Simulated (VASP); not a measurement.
A run of VASP 6.6.1:

File INCAR:

```
SYSTEM = TcTe2
PREC = Accurate
ENCUT = 520
EDIFF = 1E-6
ISMEAR = 0
SIGMA = 0.05
LREAL = .False.
LASPH = .True.
NELM = 150
ALGO = Normal
ISIF = 2
LWAVE = .False.
LCHARG = .True.
ISPIN = 2
MAGMOM = 3 0 0
LORBIT = 11
LMAXMIX = 4
LDAU = .True.
LDAUTYPE = 2
LDAUL = 2 -1
LDAUU = 4 0
LDAUJ = 0 0
LDAUPRINT = 1
GGA = CA
LELF = .True.
LVHAR = .True.
NBANDS = 24
```

KPOINTS

```
Automatic mesh
0
Gamma
  6 6 3
  0 0 0
```

The input POSCAR:

```
TcTe2
1.0
    4.0130040500      0.0000000000      0.0000000000
   -2.0065020300      3.4753634600      0.0000000000
    0.0000000000      0.0000000000      6.4738084300
Tc Te
1 2
Direct
    0.0000000000      0.0000000000      0.0000000000
    0.3333333333      0.6666666667      0.2520000000
    0.6666666667      0.3333333333      0.7480000000
```

Potentials or basis: VASP PAW LDA potentials, release 64 (Tc_pv, Te).

Launch:

```console
$ cat potpaw_LDA.64/Tc_pv/POTCAR potpaw_LDA.64/Te/POTCAR > POTCAR
$ mpirun -np 1 vasp_std > vasp.out
```

Hardware: 1 thread of AMD EPYC 7R43 64-Core Processor (Zen 3), on a shared host.

Q: Estimate the wall time of this run.

A: Run time: 63 s on 1 thread of AMD EPYC 7R43 64-Core Processor (Zen 3), with other jobs on the host, peak memory 0.17 GiB. Counts: scf iterations 16, k points 17.
